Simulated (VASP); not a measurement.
# Ge5S (F-43m) in VASP: further runs

Runs on Ge5S. Level: PBE. Tasks: single point, relaxation of cell and atoms.

Everything below comes from runs of VASP 6.6.1. Logs are shortened: lines on timing, memory, paths and dates and some standing lists are left out, and cuts for length are marked.

**1. The cell of the first run**

Symmetry: F-43m, No. 216, cubic system. Conventional cell: a = 8.068 Å, b = 8.068 Å, c = 8.068 Å, α = 90.00°, β = 90.00°, γ = 90.00°. Within 4.4 Å of Ge (site symmetry -43m) lie 12 Ge at 3.34 Å and 4 S at 3.49 Å. Within 3.7 Å of Ge (site symmetry 3m) lie 9 Ge at 2.82 to 3.34 Å and 3 S at 3.35 Å. S (site symmetry -43m) has 16 Ge at 3.35 to 3.49 Å within 4.4 Å.

The cell was generated, and may not be a known phase.

**2. Single point, PBE**

INCAR

```
PREC     = Accurate       # precision mode
ENCUT    = 500            # plane-wave cutoff, eV
EDIFF    = 1E-6           # SCF threshold, eV
ISMEAR   = 0              # smearing method
SIGMA    = 0.1            # smearing width, eV
LREAL    = False          # projectors in reciprocal space
LASPH    = True           # aspherical terms in the spheres
NELM     = 120            # most SCF steps
ALGO     = Normal         # electronic algorithm
ISIF     = 2              # what is computed and relaxed
LWAVE    = False          # write WAVECAR
LCHARG   = True           # write CHGCAR
GGA      = PE             # functional
LELF     = True           # ELF
LVHAR    = True         
NBANDS   = 47             # bands
GGA_COMPAT= False
```

KPOINTS

```
regular mesh
0
Gamma
  4 4 4
```

POSCAR

```
Ge5S
1.0
    0.0000000000      4.0337732400      4.0337732400
    4.0337732400      0.0000000000      4.0337732400
    4.0337732400      4.0337732400      0.0000000000
Ge S
5 1
Direct
    0.2500000000      0.2500000000      0.2500000000
    0.1295901500      0.6234699500      0.6234699500
    0.6234699500      0.6234699500      0.6234699500
    0.6234699500      0.6234699500      0.1295901500
    0.6234699500      0.1295901500      0.6234699500
    0.0000000000      0.0000000000      0.0000000000
```

Potentials or basis: VASP PAW PBE potentials, release 64 (Ge_d, S).

Started as:

```sh
$ cat potpaw_PBE.64/Ge_d/POTCAR potpaw_PBE.64/S/POTCAR > POTCAR
$ mpirun -np 1 vasp_std > vasp.out
```

OUTCAR:

```text
PREC = Accurate
   ENCUT = 500
   EDIFF = 1E-6
   ISMEAR = 0
   LREAL = False
   LASPH = True
   NELM = 120
   ISIF = 2
   GGA = PE

 ion  position               nearest neighbor table
   1  0.250  0.250  0.250-
   2  0.130  0.623  0.623-   3 2.82   4 2.82   5 2.82   5 2.89   4 2.89   3 2.89
   3  0.623  0.623  0.623-   2 2.82   4 2.82   5 2.82   2 2.89   5 2.89   4 2.89
   4  0.623  0.623  0.130-   2 2.82   3 2.82   5 2.82   5 2.89   2 2.89   3 2.89
   5  0.623  0.130  0.623-   2 2.82   3 2.82   4 2.82   2 2.89   4 2.89   3 2.89
   6  0.000  0.000  0.000-

  LATTYP: Found a face centered cubic cell.
 ALAT       =     8.0675464800

  Lattice vectors:

 A1 = (   0.0000000000,   4.0337732400,   4.0337732400)
 A2 = (   4.0337732400,   0.0000000000,   4.0337732400)
 A3 = (   4.0337732400,   4.0337732400,   0.0000000000)

Analysis of symmetry for initial positions (statically):
=====================================================================
 Subroutine PRICEL returns:
 Original cell was already a primitive cell.

 Routine SETGRP: Setting up the symmetry group for a
 face centered cubic supercell.

 Subroutine GETGRP returns: Found 24 space group operations
 (whereof 24 operations were pure point group operations)
 out of a pool of 48 trial point group operations.

The static configuration has the point symmetry T_d .

Analysis of symmetry for dynamics (positions and initial velocities):
=====================================================================
 Subroutine PRICEL returns:
 Original cell was already a primitive cell.

 Routine SETGRP: Setting up the symmetry group for a
 face centered cubic supercell.

 Subroutine GETGRP returns: Found 24 space group operations
 (whereof 24 operations were pure point group operations)
 out of a pool of 48 trial point group operations.

The dynamic configuration has the point symmetry T_d .

 Subroutine INISYM returns: Found 24 space group operations
 (whereof 24 operations are pure point group operations),
 and found     1 'primitive' translations

----------------------------------------------------------------------------------------

                                     Primitive cell

  volume of cell :     131.2697

  direct lattice vectors                    reciprocal lattice vectors
     0.000000000  4.033773240  4.033773240    -0.123953423  0.123953423  0.123953423
     4.033773240  0.000000000  4.033773240     0.123953423 -0.123953423  0.123953423
     4.033773240  4.033773240  0.000000000     0.123953423  0.123953423 -0.123953423

  length of vectors
     5.704616824  5.704616824  5.704616824     0.214693626  0.214693626  0.214693626

  position of ions in fractional coordinates (direct lattice)
     0.250000000  0.250000000  0.250000000
     0.129590150  0.623469950  0.623469950
     0.623469950  0.623469950  0.623469950
     0.623469950  0.623469950  0.129590150
     0.623469950  0.129590150  0.623469950
     0.000000000  0.000000000  0.000000000

  ion indices of the primitive-cell ions
   primitive index   ion index
                 1           1
                 2           2
                 3           3
                 4           4
                 5           5
                 6           6

----------------------------------------------------------------------------------------

 KPOINTS: regular mesh

Automatic generation of k-mesh.
 Grid dimensions read from file:
 generate k-points for:    4    4    4

 Generating k-lattice:

  Cartesian coordinates                     Fractional coordinates (reciprocal lattice)
    -0.030988356  0.030988356  0.030988356     0.250000000  0.000000000  0.000000000
     0.030988356 -0.030988356  0.030988356     0.000000000  0.250000000  0.000000000
     0.030988356  0.030988356 -0.030988356     0.000000000  0.000000000  0.250000000

  Length of vectors
     0.053673407  0.053673407  0.053673407

  Shift w.r.t. Gamma in fractional coordinates (k-lattice)
     0.000000000  0.000000000  0.000000000

 Subroutine IBZKPT returns following result:
 ===========================================

 Found      8 irreducible k-points:

 Following reciprocal coordinates:
            Coordinates               Weight
  0.000000  0.000000  0.000000      1.000000
  0.250000  0.000000  0.000000      8.000000
  0.500000  0.000000  0.000000      4.000000
  0.250000  0.250000  0.000000      6.000000
  0.500000  0.250000  0.000000     24.000000
 -0.250000  0.250000  0.000000     12.000000
  0.500000  0.500000  0.000000      3.000000
 -0.250000  0.500000  0.250000      6.000000
   k-points           NKPTS =      8   k-points in BZ     NKDIM =      8   number of bands    NBANDS=     47
   number of dos      NEDOS =    301   number of ions     NIONS =      6
   total plane-waves  NPLWV =  74088
   dimension x,y,z NGX =    42 NGY =   42 NGZ =   42
   dimension x,y,z NGXF=    84 NGYF=   84 NGZF=   84
   ions per type =               5   1
   NGX,Y,Z   is equivalent  to a cutoff of  12.24, 12.24, 12.24 a.u.
   NGXF,Y,Z  is equivalent  to a cutoff of  24.48, 24.48, 24.48 a.u.
 SYSTEM =  unknown system
   PREC   = accura    normal or accurate (medium, high low for compatibility)
   ISTART =      0    job   : 0-new  1-cont  2-samecut
   ICHARG =      2    charge: 1-file 2-atom 10-const
   ISPIN  =      1    spin polarized calculation?
   LNONCOLLINEAR =      F non collinear calculations
   LSORBIT =      F    spin-orbit coupling
   LASPH  =      T    aspherical Exc in radial PAW
   ENCUT  =  500.0 eV  36.75 Ry    6.06 a.u.  10.40 10.40 10.40*2*pi/ulx,y,z
   NELM   =    120;   NELMIN=  2; NELMDL= -5     # of ELM steps
   EDIFF  = 0.1E-05   stopping-criterion for ELM
   LREAL  =      F    real-space projection
   EDIFFG = 0.1E-04   stopping-criterion for IOM
   NSW    =      0    number of steps for IOM
   IBRION =     -1    ionic relax: 0-MD 1-quasi-New 2-CG
   NFREE  =      0    steps in history (QN), initial steepest desc. (CG)
   ISIF   =      2    stress and relaxation
   ISYM   =      2    0-nonsym 1-usesym 2-fastsym
   POTIM  = 0.5000    time-step for ionic-motion
   TEBEG  =    0.0;   TEEND  =   0.0 temperature during run
   PSTRESS=    0.0 pullay stress
   NELECT =      76.0000    total number of electrons
   NUPDOWN=      -1.0000    fix difference up-down
   EMIN   =  10.00;   EMAX   =-10.00  energy-range for DOS
   EFERMI =   0.00;   METHOD = LEGACY
   ISMEAR =     0;   SIGMA  =   0.10  broadening in eV -4-tet -1-fermi 0-gaus
   EFERMI_NEDOS =   21; number of points for ismear=-14 and -15
   IALGO  =     38    algorithm
   IMIX   =      4    mixing-type and parameters
     AMIX     =   0.40;   BMIX     =  1.00
     AMIX_MAG =   1.60;   BMIX_MAG =  1.00
  volume/ion in A,a.u.               =      21.88       147.64
  Fermi-wavevector in a.u.,A,eV,Ry     =   1.364451  2.578438 25.330320  1.861726
  Thomas-Fermi vector in A             =   2.490765
   LORBIT       =      0    0 simple, 1 ext, 2 COOP (PROOUT), +10 PAW based schemes
   GGA     = PE    functional components
   LHFCALC =     F    Hartree Fock is set to
   AEXX    =    0.0000 exact exchange contribution
   IVDW    =     0    specifies the selected vdW correction
   LEPSILON=     F    determine dielectric tensor
   LRPA    =     F    only Hartree local field effects (RPA)
 non-spin polarized calculation
 Gauss-broadening in eV      SIGMA  =   0.10
  energy-cutoff  :      500.00
  volume of cell :      131.27
 maximum number of plane-waves:      3383
 NGX is ok and might be reduce to    42
   NGX = 21   NGY = 21   NGZ = 21

 number of electron      76.0000007 magnetization

 Free energy of the ion-electron system (eV)
  ---------------------------------------------------
  ext. energy  EPLUGINS =         0.00000000
  ---------------------------------------------------
  free energy    TOTEN  =       -23.68737233 eV

  energy without entropy =      -23.67236295  energy(sigma->0) =      -23.67986764

 E-fermi :   5.0036     XC(G=0): -10.3694

 val. band max:        4.9584790258   @ k =  -0.2500   0.2500   0.0000
 cond. band min:       5.1115517360   @ k =   0.5000   0.5000   0.0000
 fundamental gap:      0.1530727101
 Fermi energy:         5.0036144444

 k-point     1 :       0.0000    0.0000    0.0000
  band No.  band energies     occupation
      1     -20.1160      2.00000
      2     -20.1160      2.00000
      3     -20.1139      2.00000
      4     -20.1139      2.00000
      5     -20.1139      2.00000
      6     -19.8306      2.00000
[... 39 lines left out ...]
     46      10.9925      0.00000
     47      12.0287      0.00000

 k-point     2 :       0.2500    0.0000    0.0000
  band No.  band energies     occupation
      1     -20.1160      2.00000
      2     -20.1160      2.00000
      3     -20.1140      2.00000
      4     -20.1139      2.00000
      5     -20.1139      2.00000
      6     -19.8181      2.00000
[... 39 lines left out ...]
     46      10.7149      0.00000
     47      11.0907      0.00000

 k-point     3 :       0.5000    0.0000    0.0000
  band No.  band energies     occupation
      1     -20.1161      2.00000
      2     -20.1161      2.00000
      3     -20.1140      2.00000
      4     -20.1139      2.00000
      5     -20.1139      2.00000
      6     -19.8103      2.00000
[... 39 lines left out ...]
     46       8.9920      0.00000
     47      11.2039      0.00000

 k-point     4 :       0.2500    0.2500    0.0000
  band No.  band energies     occupation
      1     -20.1161      2.00000
      2     -20.1161      2.00000
      3     -20.1140      2.00000
      4     -20.1140      2.00000
      5     -20.1138      2.00000
      6     -19.8128      2.00000
[... 39 lines left out ...]
     46       9.7903      0.00000
     47      10.3829      0.00000

 k-point     5 :       0.5000    0.2500    0.0000
  band No.  band energies     occupation
      1     -20.1161      2.00000
      2     -20.1161      2.00000
      3     -20.1141      2.00000
      4     -20.1140      2.00000
      5     -20.1138      2.00000
      6     -19.8024      2.00000
[... 39 lines left out ...]
     46       9.0722      0.00000
     47       9.2735      0.00000

 k-point     6 :      -0.2500    0.2500    0.0000
  band No.  band energies     occupation
      1     -20.1161      2.00000
      2     -20.1161      2.00000
      3     -20.1141      2.00000
      4     -20.1139      2.00000
      5     -20.1139      2.00000
      6     -19.8048      2.00000
[... 39 lines left out ...]
     46       9.2930      0.00000
     47       9.7927      0.00000

 k-point     7 :       0.5000    0.5000    0.0000
  band No.  band energies     occupation
      1     -20.1162      2.00000
      2     -20.1162      2.00000
      3     -20.1141      2.00000
      4     -20.1141      2.00000
      5     -20.1138      2.00000
      6     -19.8010      2.00000
[... 39 lines left out ...]
     46       8.3300      0.00000
     47       8.3300      0.00000

 k-point     8 :      -0.2500    0.5000    0.2500
  band No.  band energies     occupation
      1     -20.1162      2.00000
      2     -20.1161      2.00000
      3     -20.1142      2.00000
      4     -20.1141      2.00000
      5     -20.1138      2.00000
      6     -19.7898      2.00000
[... 39 lines left out ...]
     46       9.1298      0.00000
     47       9.1631      0.00000

------------------------ aborting loop because EDIFF is reached ----------------------------------------

  FORCE on cell =-STRESS in cart. coord.  units (eV):
  Direction    XX          YY          ZZ          XY          YZ          ZX
  --------------------------------------------------------------------------------------
  -------------------------------------------------------------------------------------
  Total       -3.2459491     -3.2459491     -3.2459491      0.0000000     -0.0000000      0.0000000
  in kB      -39.6175712    -39.6175712    -39.6175712      0.0000000     -0.0000000      0.0000000
  external PRESSURE =     -39.6175712 kB  Pullay stress =       0.0000000 kB

 VOLUME and BASIS-vectors are now :
 -----------------------------------------------------------------------------
  energy-cutoff  :      500.00
  volume of cell :      131.27
      direct lattice vectors                 reciprocal lattice vectors
     0.000000000  4.033773240  4.033773240    -0.123953423  0.123953423  0.123953423
     4.033773240  0.000000000  4.033773240     0.123953423 -0.123953423  0.123953423
     4.033773240  4.033773240  0.000000000     0.123953423  0.123953423 -0.123953423

 POSITION                                       TOTAL-FORCE (eV/Angst)
 -----------------------------------------------------------------------------------
      2.01689      2.01689      2.01689        -0.000000     -0.000000     -0.000000
      5.02987      3.03767      3.03767         0.046678     -0.046678     -0.046678
      5.02987      5.02987      5.02987         0.046678      0.046678      0.046678
      3.03767      3.03767      5.02987        -0.046678     -0.046678      0.046678
      3.03767      5.02987      3.03767        -0.046678      0.046678     -0.046678
      0.00000      0.00000      0.00000         0.000000     -0.000000     -0.000000
 -----------------------------------------------------------------------------------
    total drift:                                0.000000      0.000000     -0.000000

  FREE ENERGIE OF THE ION-ELECTRON SYSTEM (eV)
  ---------------------------------------------------
  free  energy   TOTEN  =       -23.6873723327 eV

  energy  without entropy=      -23.6723629538  energy(sigma->0) =      -23.67986764
```

Wall time 24 s (1 thread of Intel Xeon 6975P-C (Granite Rapids), shared host); peak memory 0.25 GiB.

Results:

- Free energy: -23.6874 eV
- Pressure: -4.0 GPa
- Largest force: 0.081 eV/Å
- Band gap on the k mesh: zero (bands 38 and 39 overlap by 1.41 eV)

Forces in eV/Å, atoms in the order of the input:
```
Ge   0.000  0.000  0.000
Ge   0.047 -0.047 -0.047
Ge   0.047  0.047  0.047
Ge  -0.047 -0.047  0.047
Ge  -0.047  0.047 -0.047
S    0.000  0.000  0.000
```

Caveat: the cell stands under tension.

(Continued in part 2 of 2.)

The gap in the log of VASP goes by the Fermi energy; the results here count the filled bands.